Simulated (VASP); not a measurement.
# Si32C33 (a cell with a defect) in VASP: single point with PBEsol

Aim: the single point of Si32C33 (a cell with a defect) with PBEsol.

Program: VASP 6.6.1. These are calculated values, not measurements. Logs are shortened: lines on timing, memory, paths and dates and some standing lists are left out, and cuts for length are marked.

## Step 1: The cell of the first run

The cell holds a defect, 65 atoms: a = 8.714 Å, b = 8.714 Å, c = 8.714 Å, α = 90.00°, β = 90.00°, γ = 90.00°.

## Step 2: Single point, PBEsol

Input file INCAR:

```
PREC = Accurate
ENCUT = 520
EDIFF = 1E-7
ISMEAR = -1
SIGMA = 0.05
LREAL = Auto
LASPH = T
NELM = 60
ALGO = Normal
ISIF = 2
LWAVE = F
LCHARG = F
GGA = PS
NBANDS = 168
ISYM = 0
```

Input file KPOINTS:

```
Automatic mesh
0
Gamma
  1 1 1
  0.25 0.25 0.25
```

Input file POSCAR:

```
Si32C33
1.0
    8.7137060000      0.0000000000      0.0000000000
    0.0000000000      8.7137060000      0.0000000000
    0.0000000000      0.0000000000      8.7137060000
Si C
32 33
Direct
    0.0015180000      0.0006380000      0.0007640000
    0.0025710000      0.0011160000      0.5000630000
    0.0025460000      0.5000300000      0.0012600000
    0.0027020000      0.5003450000      0.5005420000
    0.5000070000      0.0031210000      0.0032170000
    0.5016490000      0.0005830000      0.5012550000
    0.5017140000      0.5011280000      0.0006610000
    0.4713160000      0.4701990000      0.4704000000
    0.2505830000      0.2499870000      0.9993120000
    0.2450450000      0.2425680000      0.4983530000
    0.2513820000      0.7505390000      0.0027650000
    0.2546520000      0.7493780000      0.5014010000
    0.7512510000      0.2504690000      0.0000190000
    0.7512810000      0.2495330000      0.5007700000
    0.7511820000      0.7523240000      0.0009900000
    0.7647250000      0.7576930000      0.4998900000
    0.2506420000      0.9991920000      0.2501510000
    0.2514130000      0.0026170000      0.7506240000
    0.2451650000      0.4982470000      0.2427010000
    0.2546100000      0.5012430000      0.7496290000
    0.7512060000      0.9999050000      0.2505630000
    0.7512090000      0.0007830000      0.7524850000
    0.7512660000      0.5006630000      0.2497320000
    0.7647420000      0.4997430000      0.7576250000
    0.9996730000      0.2491420000      0.2492540000
    0.0016180000      0.2497290000      0.7508140000
    0.0016330000      0.7506950000      0.2499270000
    0.0053490000      0.7513330000      0.7514660000
    0.5004370000      0.2457610000      0.2458940000
    0.5017610000      0.2485760000      0.7492160000
    0.5017770000      0.7491480000      0.2486790000
    0.4975510000      0.7577480000      0.7578680000
    0.1264020000      0.1254640000      0.1256450000
    0.1237340000      0.1239550000      0.6264640000
    0.1237230000      0.6263470000      0.1241540000
    0.1288510000      0.6254850000      0.6256480000
    0.6271310000      0.1255910000      0.1257280000
    0.6277480000      0.1250850000      0.6256160000
    0.6277540000      0.6254380000      0.1252600000
    0.5238650000      0.6047160000      0.6047830000
    0.3763620000      0.3741160000      0.1239810000
    0.3671820000      0.3622790000      0.6245620000
    0.3768050000      0.8763650000      0.1268330000
    0.3759280000      0.8808860000      0.6259820000
    0.8760940000      0.3756860000      0.1252710000
    0.8775120000      0.3750150000      0.6250560000
    0.8769130000      0.8763510000      0.1264060000
    0.8824900000      0.8801760000      0.6283760000
    0.3763870000      0.1238640000      0.3743200000
    0.3767880000      0.1266570000      0.8764670000
    0.3673650000      0.6243600000      0.3624680000
    0.3758860000      0.6258830000      0.8810460000
    0.8761170000      0.1251110000      0.3757980000
    0.8769100000      0.1262660000      0.8765320000
    0.8775050000      0.6249960000      0.3752520000
    0.8824160000      0.6282640000      0.8802430000
    0.1252310000      0.3738390000      0.3739690000
    0.1269840000      0.3763010000      0.8750960000
    0.1270880000      0.8748980000      0.3764630000
    0.1286900000      0.8768000000      0.8769290000
    0.6271310000      0.3696060000      0.3697880000
    0.6275020000      0.3775280000      0.8729660000
    0.6275000000      0.8729110000      0.3776070000
    0.6249110000      0.8821660000      0.8823280000
    0.6621890000      0.6568860000      0.6568730000
```

Potentials or basis: VASP PAW PBE potentials, release 64 (Si, C).

The run is started by

```console
$ cat potpaw_PBE.64/Si/POTCAR potpaw_PBE.64/C/POTCAR > POTCAR
$ mpirun -np 1 vasp_std > vasp.out
```

OUTCAR:

```text
PREC = Accurate
   ENCUT = 520
   EDIFF = 1E-7
   ISMEAR = -1
   LREAL = Auto
   LASPH = T
   NELM = 60
   ISIF = 2
   GGA = PS
   ISYM = 0

 ion  position               nearest neighbor table
   1  0.002  0.001  0.001-  54 1.88  47 1.88  33 1.88  60 1.89  25 3.06   9 3.07  17 3.07  22 3.07
                            28 3.07  15 3.07  26 3.07  27 3.08  11 3.08  18 3.08  13 3.08  21 3.08
   2  0.003  0.001  0.500-  48 1.86  34 1.86  59 1.88  53 1.89  16 2.97  10 2.98  17 3.07  25 3.07
                            26 3.08  18 3.08  14 3.08  27 3.08  21 3.09  28 3.09  22 3.10  12 3.10
   3  0.003  0.500  0.001-  56 1.86  35 1.86  58 1.88  45 1.89  24 2.97  19 2.98   9 3.07  25 3.07
                            27 3.08  11 3.08  23 3.08  26 3.09  13 3.09  28 3.09  15 3.10  20 3.10
   4  0.003  0.500  0.501-  46 1.89  55 1.89  57 1.89  36 1.89  24 3.05  16 3.05  10 3.08  19 3.08
                            26 3.09  27 3.09  12 3.09  20 3.09  28 3.09  14 3.09  23 3.09  25 3.10
   5  0.500  0.003  0.003-  64 1.85  37 1.87  50 1.88  43 1.88  29 2.99  32 3.02   9 3.06  17 3.06
                            21 3.07  13 3.07  31 3.08  30 3.08  18 3.09  11 3.09  22 3.09  15 3.09
   6  0.502  0.001  0.501-  44 1.86  38 1.89  49 1.89  63 1.90  30 3.06  12 3.07  14 3.07  10 3.07
                            18 3.08  32 3.08  21 3.08  29 3.08  22 3.09  17 3.09  31 3.11  16 3.12
   7  0.502  0.501  0.001-  52 1.86  39 1.89  41 1.89  62 1.90  31 3.06  20 3.07  23 3.07  19 3.07
                            32 3.08  11 3.08  13 3.08  15 3.08  29 3.09   9 3.09  30 3.11  24 3.12
   8  0.471  0.470  0.470-  40 1.72  61 1.84  51 1.87  42 1.87  29 2.78  19 2.81  10 2.81  12 3.09
                            20 3.09  30 3.11  31 3.12  23 3.12  14 3.12
   9  0.251  0.250  0.999-  50 1.87  58 1.88  41 1.88  33 1.89  19 3.03  18 3.06   5 3.06  29 3.06
                            26 3.07   3 3.07   1 3.07  25 3.09  20 3.09  30 3.09  17 3.09   7 3.09
  10  0.245  0.243  0.498-  42 1.85  34 1.85  49 1.88  57 1.89   8 2.81   2 2.98  17 3.03  18 3.03
                            25 3.05  26 3.06   6 3.07   4 3.08  30 3.13  29 3.13  20 3.14
  11  0.251  0.751  0.003-  52 1.87  35 1.88  60 1.89  43 1.89  32 3.03  19 3.03  17 3.06  31 3.06
                            27 3.06  28 3.06   3 3.08   7 3.08   1 3.08   5 3.09  20 3.10  18 3.11
  12  0.255  0.749  0.501-  36 1.88  44 1.90  51 1.90  59 1.90  20 3.06   6 3.07  28 3.08  32 3.08
                            31 3.08   4 3.09  17 3.09   8 3.09  18 3.10   2 3.10  27 3.11  19 3.14
  13  0.751  0.250  0.000-  54 1.88  37 1.89  45 1.89  62 1.90  24 3.03  29 3.06  22 3.06  25 3.07
                             5 3.07  26 3.08  23 3.08   1 3.08   7 3.08  30 3.08   3 3.09  21 3.09
  14  0.751  0.250  0.501-  38 1.88  53 1.88  61 1.89  46 1.89  30 3.07   6 3.07   2 3.08  21 3.08
                            25 3.08  26 3.08  22 3.08  23 3.09   4 3.09  29 3.12   8 3.12  24 3.13
  15  0.751  0.752  0.001-  39 1.88  64 1.89  47 1.89  56 1.89  24 3.06  32 3.06  22 3.06  31 3.06
                            21 3.06   1 3.07  27 3.08  23 3.08   7 3.08   5 3.09   3 3.10  28 3.10
  16  0.765  0.758  0.500-  65 1.86  48 1.86  55 1.87  63 1.89   2 2.97  27 3.00  21 3.03  28 3.03
                             4 3.05  22 3.06   6 3.12  23 3.13
  17  0.251  0.999  0.250-  43 1.87  59 1.88  49 1.88  33 1.89  10 3.03  11 3.06   5 3.06  29 3.06
                            27 3.07   2 3.07   1 3.07  25 3.09  12 3.09  31 3.09   9 3.09   6 3.09
  18  0.251  0.003  0.751-  44 1.87  34 1.88  60 1.89  50 1.89  32 3.03  10 3.03   9 3.06  30 3.06
                            26 3.06  28 3.06   2 3.08   6 3.08   1 3.08   5 3.09  12 3.10  11 3.11
  19  0.245  0.498  0.243-  51 1.85  35 1.85  41 1.88  57 1.89   8 2.81   3 2.98   9 3.03  11 3.03
                            25 3.05  27 3.06   7 3.07   4 3.08  31 3.13  29 3.13  12 3.14
  20  0.255  0.501  0.750-  36 1.88  52 1.90  42 1.90  58 1.90  12 3.06   7 3.07  28 3.08  32 3.08
                            30 3.08   9 3.09   4 3.09   8 3.09  11 3.10   3 3.10  26 3.11  10 3.14
  21  0.751  1.000  0.251-  47 1.88  37 1.88  53 1.89  63 1.90  16 3.03  29 3.06  15 3.06  25 3.07
                             5 3.07  27 3.08  14 3.08   1 3.08  31 3.08   6 3.08   2 3.09  13 3.09
  22  0.751  0.001  0.752-  38 1.88  64 1.89  54 1.89  48 1.89  16 3.06  32 3.06  15 3.06  13 3.06
                            30 3.06   1 3.07  26 3.08  14 3.08   6 3.09   5 3.09  28 3.10   2 3.10
  23  0.751  0.501  0.250-  39 1.88  45 1.88  61 1.89  55 1.89  31 3.07   7 3.07   3 3.08  13 3.08
                            25 3.08  27 3.08  15 3.08  14 3.09   4 3.09  29 3.12   8 3.12  16 3.13
  24  0.765  0.500  0.758-  65 1.86  56 1.86  46 1.87  62 1.89   3 2.97  26 3.00  13 3.03  28 3.03
                             4 3.05  15 3.06   7 3.12  14 3.13
  25  1.000  0.249  0.249-  33 1.88  45 1.88  53 1.88  57 1.89  10 3.05  19 3.05   1 3.06  13 3.07
                            21 3.07   2 3.07   3 3.07  14 3.08  23 3.08   9 3.09  17 3.09   4 3.10
  26  0.002  0.250  0.751-  34 1.87  54 1.88  46 1.89  58 1.89  24 3.00  10 3.06  18 3.06   9 3.07
                             1 3.07  22 3.08   2 3.08  13 3.08  14 3.08   3 3.09   4 3.09  20 3.11
  27  0.002  0.751  0.250-  35 1.87  47 1.88  55 1.89  59 1.89  16 3.00  19 3.06  11 3.06  17 3.07
                             1 3.08   3 3.08  15 3.08  21 3.08  23 3.08   2 3.08   4 3.09  12 3.11
  28  0.005  0.751  0.751-  60 1.88  56 1.89  48 1.89  36 1.89  24 3.03  16 3.03  11 3.06  18 3.06
                             1 3.07  20 3.08  12 3.08   3 3.09   2 3.09   4 3.09  22 3.10  15 3.10
  29  0.500  0.246  0.246-  37 1.85  41 1.88  61 1.88  49 1.88   8 2.78   5 2.99  17 3.06   9 3.06
                            21 3.06  13 3.06   6 3.08   7 3.09  14 3.12  23 3.12  19 3.13  10 3.13
  30  0.502  0.249  0.749-  38 1.88  42 1.88  50 1.88  62 1.90   6 3.06  18 3.06  22 3.06  14 3.07
[... 236 lines left out ...]
   LNONCOLLINEAR =      F non collinear calculations
   LSORBIT =      F    spin-orbit coupling
   LASPH  =      T    aspherical Exc in radial PAW
   ENCUT  =  520.0 eV  38.22 Ry    6.18 a.u.  16.20 16.20 16.20*2*pi/ulx,y,z
   NELM   =     60;   NELMIN=  2; NELMDL= -5     # of ELM steps
   EDIFF  = 0.1E-06   stopping-criterion for ELM
   LREAL  =      T    real-space projection
   EDIFFG = 0.1E-05   stopping-criterion for IOM
   NSW    =      0    number of steps for IOM
   IBRION =     -1    ionic relax: 0-MD 1-quasi-New 2-CG
   NFREE  =      0    steps in history (QN), initial steepest desc. (CG)
   ISIF   =      2    stress and relaxation
   ISYM   =      0    0-nonsym 1-usesym 2-fastsym
   POTIM  = 0.5000    time-step for ionic-motion
   TEBEG  =    0.0;   TEEND  =   0.0 temperature during run
   PSTRESS=    0.0 pullay stress
   NELECT =     260.0000    total number of electrons
   NUPDOWN=      -1.0000    fix difference up-down
   EMIN   =  10.00;   EMAX   =-10.00  energy-range for DOS
   EFERMI =   0.00;   METHOD = LEGACY
   ISMEAR =    -1;   SIGMA  =   0.05  broadening in eV -4-tet -1-fermi 0-gaus
   EFERMI_NEDOS =   21; number of points for ismear=-14 and -15
   IALGO  =     38    algorithm
   IMIX   =      4    mixing-type and parameters
     AMIX     =   0.40;   BMIX     =  1.00
     AMIX_MAG =   1.60;   BMIX_MAG =  1.00
  volume/ion in A,a.u.               =      10.18        68.69
  Fermi-wavevector in a.u.,A,eV,Ry     =   1.199121  2.266010 19.563700  1.437891
  Thomas-Fermi vector in A             =   2.334992
   LORBIT       =      0    0 simple, 1 ext, 2 COOP (PROOUT), +10 PAW based schemes
   GGA     = PS    functional components
   LHFCALC =     F    Hartree Fock is set to
   AEXX    =    0.0000 exact exchange contribution
   IVDW    =     0    specifies the selected vdW correction
   LEPSILON=     F    determine dielectric tensor
   LRPA    =     F    only Hartree local field effects (RPA)
 non-spin polarized calculation
  energy-cutoff  :      520.00
  volume of cell :      661.62
 maximum number of plane-waves:     17779
 NGX is ok and might be reduce to    70
   NGX = 33   NGY = 33   NGZ = 33

 number of electron     259.9999990 magnetization

 Free energy of the ion-electron system (eV)
  ---------------------------------------------------
  ext. energy  EPLUGINS =         0.00000000
  ---------------------------------------------------
  free energy    TOTEN  =      -512.43994265 eV

  energy without entropy =     -512.43446213  energy(sigma->0) =     -512.43720239

 E-fermi :   9.4726     XC(G=0): -11.5619

 val. band max:        9.2793162201   @ k =  -0.2500   0.2500   0.2500
 cond. band min:       9.6646670480   @ k =  -0.2500   0.2500   0.2500
 fundamental gap:      0.3853508279
 Fermi energy:         9.4725680795

 k-point     1 :       0.2500    0.2500    0.2500
  band No.  band energies     occupation
      1      -7.7315      2.00000
      2      -6.8638      2.00000
      3      -6.2371      2.00000
      4      -6.2263      2.00000
      5      -5.9262      2.00000
      6      -5.4694      2.00000
[... 569 lines left out ...]
    141      12.3718      0.00000
    142      12.4084      0.00000
 [bands above 142 left out]

------------------------ aborting loop because EDIFF is reached ----------------------------------------

  FORCE on cell =-STRESS in cart. coord.  units (eV):
  Direction    XX          YY          ZZ          XY          YZ          ZX
  --------------------------------------------------------------------------------------
  -------------------------------------------------------------------------------------
  Total       13.2644366     17.3195165     17.2801630      3.9463797      8.9737473      3.9391621
  in kB       32.1211202     41.9408895     41.8455914      9.5565413     21.7307998      9.5390631
  external PRESSURE =      38.6358670 kB  Pullay stress =       0.0000000 kB

 VOLUME and BASIS-vectors are now :
 -----------------------------------------------------------------------------
  energy-cutoff  :      520.00
  volume of cell :      661.62
      direct lattice vectors                 reciprocal lattice vectors
     8.713706000  0.000000000  0.000000000     0.114761733  0.000000000  0.000000000
     0.000000000  8.713706000  0.000000000     0.000000000  0.114761733  0.000000000
     0.000000000  0.000000000  8.713706000     0.000000000  0.000000000  0.114761733

 POSITION                                       TOTAL-FORCE (eV/Angst)
 -----------------------------------------------------------------------------------
      0.01323      0.00556      0.00666         0.053556      0.034677      0.041755
      0.02240      0.00972      4.35740         0.049230      0.036003      0.066350
      0.02219      4.35711      0.01098         0.042515      0.053490      0.038144
      0.02354      4.35986      4.36158         0.104642      0.007185     -0.005921
      4.35691      0.02720      0.02803         0.131420      0.057314      0.063773
      4.37122      0.00508      4.36779         0.085555      0.051160     -0.002486
[... 57 lines left out ...]
      5.44529      7.68694      7.68835         0.002759      0.038286      0.042803
      5.77012      5.72391      5.72380         0.058409      0.018991      0.030918
 -----------------------------------------------------------------------------------
    total drift:                               -0.046207      0.005092     -0.004489

  FREE ENERGIE OF THE ION-ELECTRON SYSTEM (eV)
  ---------------------------------------------------
  free  energy   TOTEN  =      -512.4399426463 eV

  energy  without entropy=     -512.4344621325  energy(sigma->0) =     -512.43720239
```

Wall time 18 min (1 thread of AMD EPYC 7R13 (Zen 3), shared host); peak memory 0.8 GiB.

Results:

| Property | Result |
| --- | --- |
| Free energy | -512.4399 eV |
| Pressure | 3.9 GPa |
| Largest force | 0.248 eV/Å |
| Band gap on the k mesh | 0.39 eV |

Forces on the atoms (eV/Å):
```
Si   0.054  0.035  0.042
Si   0.049  0.036  0.066
Si   0.043  0.053  0.038
Si   0.105  0.007 -0.006
Si   0.131  0.057  0.064
Si   0.086  0.051 -0.002
Si   0.071 -0.006  0.061
Si   0.006 -0.183 -0.168
Si   0.054  0.039  0.056
Si   0.080  0.110  0.034
Si   0.023  0.112  0.059
Si   0.032 -0.002 -0.009
Si   0.004  0.029  0.069
Si  -0.018  0.036 -0.006
Si   0.037  0.067  0.033
Si   0.015  0.120 -0.010
Si   0.049  0.053  0.043
Si   0.021  0.052  0.114
Si   0.068  0.026  0.112
Si   0.026 -0.010 -0.011
Si   0.017  0.066  0.030
Si   0.035  0.042  0.067
Si  -0.012 -0.008  0.042
Si   0.009  0.000  0.132
Si   0.057  0.052  0.054
Si   0.082  0.042  0.100
Si   0.080  0.096  0.042
Si   0.039  0.058  0.054
Si   0.053  0.073  0.075
Si   0.033  0.041  0.040
Si   0.037  0.030  0.048
Si  -0.072  0.107  0.105
C   -0.040 -0.042 -0.045
C   -0.052 -0.064 -0.070
C   -0.046 -0.069 -0.070
C   -0.041 -0.049 -0.047
C   -0.050 -0.075 -0.084
C   -0.034 -0.035 -0.041
C   -0.040 -0.033 -0.041
C   -0.025 -0.061 -0.058
C   -0.055 -0.041 -0.062
C   -0.039 -0.002  0.037
C   -0.069 -0.074 -0.031
C    0.032 -0.081  0.017
C   -0.028 -0.034 -0.041
C   -0.078  0.011 -0.092
C   -0.034 -0.065 -0.025
C   -0.071 -0.056 -0.073
C   -0.067 -0.054 -0.053
C   -0.067 -0.017 -0.075
C   -0.056  0.049 -0.009
C    0.041  0.012 -0.083
C   -0.031 -0.039 -0.041
C   -0.034 -0.027 -0.073
C   -0.080 -0.100  0.005
C   -0.067 -0.077 -0.055
C   -0.063 -0.030 -0.040
C   -0.045 -0.053 -0.071
C   -0.050 -0.066 -0.056
C   -0.040 -0.039 -0.040
C   -0.035 -0.064 -0.064
C   -0.043 -0.015 -0.051
C   -0.049 -0.048 -0.009
C    0.003  0.038  0.043
C    0.058  0.019  0.031
```

Caveat: semilocal functionals underestimate gaps, and a narrow one can read as zero; the PAW data sets were made with another functional, which shifts forces and pressure a little.
